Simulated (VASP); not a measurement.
Input of a VASP 6.6.1 run:

The input INCAR:

```
PREC = Accurate ; ENCUT = 520
EDIFF = 1E-7 ; ISMEAR = 0
SIGMA = 0.05 ; LREAL = False
LASPH = True ; NELM = 60
ALGO = Normal ; ISIF = 2
LWAVE = False ; LCHARG = True
GGA = PE ; LELF = True
LVHAR = True ; NBANDS = 26
```

Contents of KPOINTS:

```
regular mesh
0
Gamma
  8 8 3
```

POSCAR

```
AlN
1.0
   -3.1110021516      0.0000000000      0.0000000000
   -1.5555010758     -2.6942068945      0.0000000000
   -1.1666258068     -0.6735517236      9.9560000000
Al N
4 4
Direct
    0.1073958333      0.1073958333      0.9037500000
    0.2323958333      0.2323958333      0.4037500000
    0.6282291667      0.6282291667      0.1537500000
    0.5032291667      0.5032291667      0.6537500000
    0.3092708333      0.3092708333      0.0962500000
    0.1842708333      0.1842708333      0.5962500000
    0.5801041667      0.5801041667      0.3462500000
    0.4551041667      0.4551041667      0.8462500000
```

Potentials or basis: VASP PAW PBE potentials, release 64 (Al, N).

Run with:

```bash
$ cat potpaw_PBE.64/Al/POTCAR potpaw_PBE.64/N/POTCAR > POTCAR
$ mpirun -np 1 vasp_std > vasp.out
```

(1) Predict the largest force.

(2) Predict the pressure.

(3) Predict the band gap on the k mesh.

## Answers

(1) 1.460 eV/Å.

(2) 3.1 GPa.

(3) 2.84 eV, direct.

Caveat: forces of over 1 eV/Å act on the atoms, so gaps and moduli don't describe the material at rest.
